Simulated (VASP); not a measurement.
# Ta (Pm-3m) in VASP: a series of runs

Ta is run at these levels: r2SCAN; tasks: single point, relaxation of cell and atoms.

All numbers are computed with VASP 6.6.1; they aren't measurements. Logs are shortened: lines on timing, memory, paths and dates and some standing lists are left out, and cuts for length are marked.

## 1. The cell of the first run

It takes space group Pm-3m (No. 221, cubic). The conventional cell has a = 2.700 Å, b = 2.700 Å, c = 2.700 Å, α = 90.00°, β = 90.00°, γ = 90.00°. Within 3.6 Å of Ta (site symmetry m-3m) lie 6 Ta at 2.70 Å.

## 2. Single point, r2SCAN

Input file POSCAR:

```
Ta
1.0
    2.7001201259      0.0000000000      0.0000000000
    0.0000000000      2.7001201259      0.0000000000
    0.0000000000      0.0000000000      2.7001201259
Ta
1
Direct
    0.0000000000      0.0000000000      0.0000000000
```

Input file INCAR.step1:

```
PREC     = Accurate       # precision mode
ENCUT    = 520            # plane-wave cutoff, eV
ISMEAR   = -1             # smearing method
SIGMA    = 0.1            # smearing width, eV
LREAL    = False          # projectors in reciprocal space
LASPH    = True           # aspherical terms in the spheres
NELM     = 60             # most SCF steps
NBANDS   = 12             # bands
GGA      = PE             # functional
ALGO     = Normal         # electronic algorithm
EDIFF    = 1E-4           # SCF threshold, eV
LWAVE    = True           # write WAVECAR
LCHARG   = False          # write CHGCAR
```

Input file INCAR.step2:

```
PREC     = Accurate       # precision mode
ENCUT    = 520            # plane-wave cutoff, eV
EDIFF    = 1E-7           # SCF threshold, eV
ISMEAR   = -1             # smearing method
SIGMA    = 0.1            # smearing width, eV
LREAL    = False          # projectors in reciprocal space
LASPH    = True           # aspherical terms in the spheres
NELM     = 60             # most SCF steps
ALGO     = Normal         # electronic algorithm
ISIF     = 2              # what is computed and relaxed
LWAVE    = False          # write WAVECAR
LCHARG   = False          # write CHGCAR
METAGGA  = R2SCAN         # meta-GGA
LMIXTAU  = True         
NBANDS   = 12             # bands
ISTART   = 1
```

Input file KPOINTS:

```
Automatic mesh
0
Gamma
  8 8 8
```

Potentials or basis: VASP PAW PBE potentials, release 64 (Ta_pv).

Run with:

```bash
$ cat potpaw_PBE.64/Ta_pv/POTCAR > POTCAR
$ cp INCAR.step1 INCAR
$ mpirun -np 1 vasp_std > vasp.out
$ cp INCAR.step2 INCAR
$ mpirun -np 1 vasp_std > vasp.out
```

OUTCAR:

```text
PREC = Accurate
   ENCUT = 520
   EDIFF = 1E-7
   ISMEAR = -1
   LREAL = False
   LASPH = True
   NELM = 60
   ISIF = 2
   METAGGA = R2SCAN
   ISTART = 1

 ion  position               nearest neighbor table
   1  0.000  0.000  0.000-

  LATTYP: Found a simple cubic cell.
 ALAT       =     2.7001201259

  Lattice vectors:

 A1 = (   2.7001201259,   0.0000000000,   0.0000000000)
 A2 = (   0.0000000000,   2.7001201259,   0.0000000000)
 A3 = (   0.0000000000,   0.0000000000,   2.7001201259)

Analysis of symmetry for initial positions (statically):
=====================================================================
 Subroutine PRICEL returns:
 Original cell was already a primitive cell.

 Routine SETGRP: Setting up the symmetry group for a
 simple cubic supercell.

 Subroutine GETGRP returns: Found 48 space group operations
 (whereof 48 operations were pure point group operations)
 out of a pool of 48 trial point group operations.

The static configuration has the point symmetry O_h .

Analysis of symmetry for dynamics (positions and initial velocities):
=====================================================================
 Subroutine PRICEL returns:
 Original cell was already a primitive cell.

 Routine SETGRP: Setting up the symmetry group for a
 simple cubic supercell.

 Subroutine GETGRP returns: Found 48 space group operations
 (whereof 48 operations were pure point group operations)
 out of a pool of 48 trial point group operations.

The dynamic configuration has the point symmetry O_h .

 Subroutine INISYM returns: Found 48 space group operations
 (whereof 48 operations are pure point group operations),
 and found     1 'primitive' translations

----------------------------------------------------------------------------------------

                                     Primitive cell

  volume of cell :      19.6856

  direct lattice vectors                    reciprocal lattice vectors
     2.700120126  0.000000000  0.000000000     0.370353893  0.000000000  0.000000000
     0.000000000  2.700120126  0.000000000     0.000000000  0.370353893  0.000000000
     0.000000000  0.000000000  2.700120126     0.000000000  0.000000000  0.370353893

  length of vectors
     2.700120126  2.700120126  2.700120126     0.370353893  0.370353893  0.370353893

  position of ions in fractional coordinates (direct lattice)
     0.000000000  0.000000000  0.000000000

  ion indices of the primitive-cell ions
   primitive index   ion index
                 1           1

----------------------------------------------------------------------------------------

 KPOINTS: Automatic mesh

Automatic generation of k-mesh.
 Grid dimensions read from file:
 generate k-points for:    8    8    8

 Generating k-lattice:

  Cartesian coordinates                     Fractional coordinates (reciprocal lattice)
     0.046294237  0.000000000  0.000000000     0.125000000  0.000000000  0.000000000
     0.000000000  0.046294237  0.000000000     0.000000000  0.125000000  0.000000000
     0.000000000  0.000000000  0.046294237     0.000000000  0.000000000  0.125000000

  Length of vectors
     0.046294237  0.046294237  0.046294237

  Shift w.r.t. Gamma in fractional coordinates (k-lattice)
     0.000000000  0.000000000  0.000000000

 Subroutine IBZKPT returns following result:
 ===========================================

 Found     35 irreducible k-points:

 Following reciprocal coordinates:
            Coordinates               Weight
  0.000000  0.000000  0.000000      1.000000
  0.125000  0.000000  0.000000      6.000000
  0.250000  0.000000  0.000000      6.000000
  0.375000  0.000000  0.000000      6.000000
  0.500000  0.000000  0.000000      3.000000
  0.125000  0.125000  0.000000     12.000000
[... 16 lines left out ...]
  0.375000  0.375000  0.125000     24.000000
  0.500000  0.375000  0.125000     24.000000
 [... further k-points ...]
   k-points           NKPTS =     35   k-points in BZ     NKDIM =     35   number of bands    NBANDS=     12
   number of dos      NEDOS =    301   number of ions     NIONS =      1
   total plane-waves  NPLWV =   8000
   dimension x,y,z NGX =    20 NGY =   20 NGZ =   20
   dimension x,y,z NGXF=    40 NGYF=   40 NGZF=   40
   ions per type =               1
   NGX,Y,Z   is equivalent  to a cutoff of  12.31, 12.31, 12.31 a.u.
   NGXF,Y,Z  is equivalent  to a cutoff of  24.63, 24.63, 24.63 a.u.
 SYSTEM =  unknown system
   PREC   = accura    normal or accurate (medium, high low for compatibility)
   ISTART =      1    job   : 0-new  1-cont  2-samecut
   ICHARG =      0    charge: 1-file 2-atom 10-const
   ISPIN  =      1    spin polarized calculation?
   LNONCOLLINEAR =      F non collinear calculations
   LSORBIT =      F    spin-orbit coupling
   LASPH  =      T    aspherical Exc in radial PAW
   ENCUT  =  520.0 eV  38.22 Ry    6.18 a.u.   5.02  5.02  5.02*2*pi/ulx,y,z
   NELM   =     60;   NELMIN=  2; NELMDL=  0     # of ELM steps
   EDIFF  = 0.1E-06   stopping-criterion for ELM
   LREAL  =      F    real-space projection
   EDIFFG = 0.1E-05   stopping-criterion for IOM
   NSW    =      0    number of steps for IOM
   IBRION =     -1    ionic relax: 0-MD 1-quasi-New 2-CG
   NFREE  =      0    steps in history (QN), initial steepest desc. (CG)
   ISIF   =      2    stress and relaxation
   ISYM   =      2    0-nonsym 1-usesym 2-fastsym
   POTIM  = 0.5000    time-step for ionic-motion
   TEBEG  =    0.0;   TEEND  =   0.0 temperature during run
   PSTRESS=    0.0 pullay stress
   NELECT =      11.0000    total number of electrons
   NUPDOWN=      -1.0000    fix difference up-down
   EMIN   =  10.00;   EMAX   =-10.00  energy-range for DOS
   EFERMI =   0.00;   METHOD = LEGACY
   ISMEAR =    -1;   SIGMA  =   0.10  broadening in eV -4-tet -1-fermi 0-gaus
   EFERMI_NEDOS =   21; number of points for ismear=-14 and -15
   IALGO  =     38    algorithm
   IMIX   =      4    mixing-type and parameters
     AMIX     =   0.40;   BMIX     =  1.00
     AMIX_MAG =   1.60;   BMIX_MAG =  1.00
  volume/ion in A,a.u.               =      19.69       132.85
  Fermi-wavevector in a.u.,A,eV,Ry     =   1.348412  2.548129 24.738319  1.818215
  Thomas-Fermi vector in A             =   2.476083
   LORBIT       =      0    0 simple, 1 ext, 2 COOP (PROOUT), +10 PAW based schemes
   METAGGA = R2SCAN    functional components
   LHFCALC =     F    Hartree Fock is set to
   AEXX    =    0.0000 exact exchange contribution
   IVDW    =     0    specifies the selected vdW correction
   LEPSILON=     F    determine dielectric tensor
   LRPA    =     F    only Hartree local field effects (RPA)
 non-spin polarized calculation
  energy-cutoff  :      520.00
  volume of cell :       19.69
 maximum number of plane-waves:       552
   NGX = 11   NGY = 11   NGZ = 11

 number of electron      11.0000001 magnetization

 Free energy of the ion-electron system (eV)
  ---------------------------------------------------
  ext. energy  EPLUGINS =         0.00000000
  ---------------------------------------------------
  free energy    TOTEN  =       -47.42199632 eV

  energy without entropy =      -47.39758511  energy(sigma->0) =      -47.40979072

 E-fermi :   4.7427     XC(G=0): -13.1307

 val. band max:        4.5633134297   @ k =   0.5000   0.0000   0.0000
 cond. band min:       4.7441575961   @ k =   0.3750   0.2500   0.2500
 fundamental gap:      0.1808441663
 Fermi energy:         4.7427123066

 k-point     1 :       0.0000    0.0000    0.0000
  band No.  band energies     occupation
      1     -29.7637      2.00000
      2     -29.7637      2.00000
      3     -29.7637      2.00000
      4      -3.1367      2.00000
      5       1.6983      2.00000
      6       1.6983      2.00000
      7      11.5228      0.00000
      8      11.5228      0.00000
      9      11.5228      0.00000
     10      16.8246      0.00000
     11      20.5976      0.00000
     12      20.5976      0.00000

 k-point     2 :       0.1250    0.0000    0.0000
  band No.  band energies     occupation
      1     -29.9908      2.00000
      2     -29.7449      2.00000
      3     -29.7449      2.00000
      4      -2.6343      2.00000
      5       1.8381      2.00000
      6       2.2317      2.00000
      7      10.6647      0.00000
      8      10.6647      0.00000
      9      11.5834      0.00000
     10      16.8246      0.00000
     11      18.3459      0.00000
     12      21.7006      0.00000

 k-point     3 :       0.2500    0.0000    0.0000
  band No.  band energies     occupation
      1     -30.5127      2.00000
      2     -29.6994      2.00000
      3     -29.6994      2.00000
      4      -1.4159      2.00000
      5       2.1970      2.00000
      6       3.5734      1.99998
      7       9.0924      0.00000
      8       9.0924      0.00000
      9      11.7327      0.00000
     10      15.6326      0.00000
     11      16.8248      0.00000
     12      22.7154      0.00000
[... 286 lines left out ...]
 k-point    23 :       0.3750    0.3750    0.1250
  band No.  band energies     occupation
      1     -30.8225      2.00000
      2     -30.8007      2.00000
      3     -29.7550      2.00000
      4       1.2382      2.00000
      5       3.5327      1.99999
      6       6.4900      0.00000
      7       6.5565      0.00000
      8       9.5416      0.00000
      9      10.0586      0.00000
     10      16.5520      0.00000
     11      16.8245      0.00000
     12      19.2283      0.00000

 k-point    24 :       0.5000    0.3750    0.1250
  band No.  band energies     occupation
      1     -30.9971      2.00000
      2     -30.7831      2.00000
      3     -29.7352      2.00000
      4       0.9474      2.00000
      5       3.8175      1.99981
      6       6.1597      0.00000
      7       6.6570      0.00000
      8       9.9144      0.00000
      9      11.9912      0.00000
     10      15.2819      0.00000
     11      16.8246      0.00000
     12      19.6900      0.00000

 [... further k-points ...]
[... 5 lines left out ...]
  --------------------------------------------------------------------------------------
  -------------------------------------------------------------------------------------
  Total        0.3662644      0.3662644      0.3662644      0.0000000      0.0000000      0.0000000
  in kB       29.8095926     29.8095926     29.8095926      0.0000000      0.0000000      0.0000000
  external PRESSURE =      29.8095926 kB  Pullay stress =       0.0000000 kB

 VOLUME and BASIS-vectors are now :
 -----------------------------------------------------------------------------
  energy-cutoff  :      520.00
  volume of cell :       19.69
      direct lattice vectors                 reciprocal lattice vectors
     2.700120126  0.000000000  0.000000000     0.370353893  0.000000000  0.000000000
     0.000000000  2.700120126  0.000000000     0.000000000  0.370353893  0.000000000
     0.000000000  0.000000000  2.700120126     0.000000000  0.000000000  0.370353893

 POSITION                                       TOTAL-FORCE (eV/Angst)
 -----------------------------------------------------------------------------------
      0.00000      0.00000      0.00000         0.000000      0.000000      0.000000
 -----------------------------------------------------------------------------------
    total drift:                                0.000000      0.000000      0.000000

  FREE ENERGIE OF THE ION-ELECTRON SYSTEM (eV)
  ---------------------------------------------------
  free  energy   TOTEN  =       -47.4219963222 eV

  energy  without entropy=      -47.3975851112  energy(sigma->0) =      -47.40979072
```

It took 12 s on 1 thread of Intel Xeon 6975P-C (Granite Rapids), shared host; peak memory 0.13 GiB.

Results:

* Free energy: -47.4220 eV
* Pressure: 3.0 GPa

Caveat: the PAW data sets were made with another functional, which shifts forces and pressure a little; spin-orbit coupling is left out, which moves the levels of the heavy elements.

## 3. Single point, r2SCAN

This run uses another cell than the first one, of 19.99 Å³/atom, 1.015 times its volume.

Input file POSCAR:

```
Ta
1.0
    2.7137573276      0.0000000000      0.0000000000
    0.0000000000      2.7137573276      0.0000000000
    0.0000000000      0.0000000000      2.7137573276
Ta
1
Direct
    0.0000000000      0.0000000000      0.0000000000
```

Input file INCAR.step1:

```
PREC = Accurate
ENCUT = 520
ISMEAR = -1
SIGMA = 0.1
LREAL = F
LASPH = T
NELM = 80
NBANDS = 12
GGA = PE
ALGO = Normal
EDIFF = 1E-4
LWAVE = T
LCHARG = F
```

Input file INCAR.step2:

```
PREC = Accurate
ENCUT = 520
EDIFF = 1E-6
ISMEAR = -1
SIGMA = 0.1
LREAL = F
LASPH = T
NELM = 80
ALGO = Normal
ISIF = 2
LWAVE = F
LCHARG = F
METAGGA = R2SCAN
LMIXTAU = T
NBANDS = 12
ISTART = 1
```

Input file KPOINTS:

```
regular mesh
0
Gamma
  8 8 8
```

Potentials or basis: VASP PAW PBE potentials, release 64 (Ta_pv).

Run with:

```bash
$ cat potpaw_PBE.64/Ta_pv/POTCAR > POTCAR
$ cp INCAR.step1 INCAR
$ mpirun -np 1 vasp_std > vasp.out
$ cp INCAR.step2 INCAR
$ mpirun -np 1 vasp_std > vasp.out
```

OUTCAR:

```text
PREC = Accurate
   ENCUT = 520
   EDIFF = 1E-6
   ISMEAR = -1
   LREAL = F
   LASPH = T
   NELM = 80
   ISIF = 2
   METAGGA = R2SCAN
   ISTART = 1

 ion  position               nearest neighbor table
   1  0.000  0.000  0.000-

  LATTYP: Found a simple cubic cell.
 ALAT       =     2.7137573276

  Lattice vectors:

 A1 = (   2.7137573276,   0.0000000000,   0.0000000000)
 A2 = (   0.0000000000,   2.7137573276,   0.0000000000)
 A3 = (   0.0000000000,   0.0000000000,   2.7137573276)
[... 527 lines left out ...]
      2     -30.9048      2.00000
      3     -29.9023      2.00000
      4       0.9199      2.00000
      5       3.6924      1.99983
      6       6.0379      0.00000
      7       6.5169      0.00000
      8       9.6922      0.00000
      9      11.7413      0.00000
     10      14.9782      0.00000
     11      16.6475      0.00000
     12      19.4582      0.00000

 [... further k-points ...]
[... 5 lines left out ...]
  --------------------------------------------------------------------------------------
  -------------------------------------------------------------------------------------
  Total        0.0796163      0.0796163      0.0796163      0.0000000      0.0000000     -0.0000000
  in kB        6.3826319      6.3826319      6.3826319      0.0000000      0.0000000     -0.0000000
  external PRESSURE =       6.3826319 kB  Pullay stress =       0.0000000 kB

 VOLUME and BASIS-vectors are now :
 -----------------------------------------------------------------------------
  energy-cutoff  :      520.00
  volume of cell :       19.99
      direct lattice vectors                 reciprocal lattice vectors
     2.713757328  0.000000000  0.000000000     0.368492787  0.000000000  0.000000000
     0.000000000  2.713757328  0.000000000     0.000000000  0.368492787  0.000000000
     0.000000000  0.000000000  2.713757328     0.000000000  0.000000000  0.368492787

 POSITION                                       TOTAL-FORCE (eV/Angst)
 -----------------------------------------------------------------------------------
      0.00000      0.00000      0.00000         0.000000      0.000000      0.000000
 -----------------------------------------------------------------------------------
    total drift:                                0.000000      0.000000      0.000000

  FREE ENERGIE OF THE ION-ELECTRON SYSTEM (eV)
  ---------------------------------------------------
  free  energy   TOTEN  =       -47.4253892710 eV

  energy  without entropy=      -47.3993710997  energy(sigma->0) =      -47.41238019
```

OUTCAR.step1:

```text
PREC = Accurate
   ENCUT = 520
   ISMEAR = -1
   LREAL = F
   LASPH = T
   NELM = 80
[... 573 lines left out ...]

 POSITION                                       TOTAL-FORCE (eV/Angst)
 -----------------------------------------------------------------------------------
      0.00000      0.00000      0.00000         0.000000      0.000000      0.000000
 -----------------------------------------------------------------------------------
    total drift:                                0.000000      0.000000      0.000000

  FREE ENERGIE OF THE ION-ELECTRON SYSTEM (eV)
  ---------------------------------------------------
  free  energy   TOTEN  =       -10.7390044789 eV

  energy  without entropy=      -10.7172135522  energy(sigma->0) =      -10.72810902
```

It took 11 s on 1 thread of Intel Xeon 6975P-C (Granite Rapids), shared host; peak memory 0.13 GiB.

What came out:

```yaml
Free_energy: -47.4254 eV
Pressure: 0.6 GPa
```

Levels at points of the mesh, in eV from the Fermi level:
```
           k point  band 3  band 4  band 5  band 6  band 7  band 8  band 9  band 10
(0.00, 0.00, 0.00)  -34.56   -7.82   -2.99   -2.99    6.67    6.67    6.67    12.02
(0.50, 0.00, 0.00)  -34.43   -4.03   -1.94   -0.20    2.68    2.68    7.08    10.78
(0.50, 0.50, 0.00)  -34.32   -4.34   -1.56    3.51    3.51    5.43    5.43     9.14
(0.50, 0.50, 0.50)  -35.56   -2.49   -2.49   -2.49    7.92    9.43    9.43    12.37
```

Caveat: the PAW data sets were made with another functional, which shifts forces and pressure a little; spin-orbit coupling is left out, which moves the levels of the heavy elements.

(Part 1 of 2 ends here.)
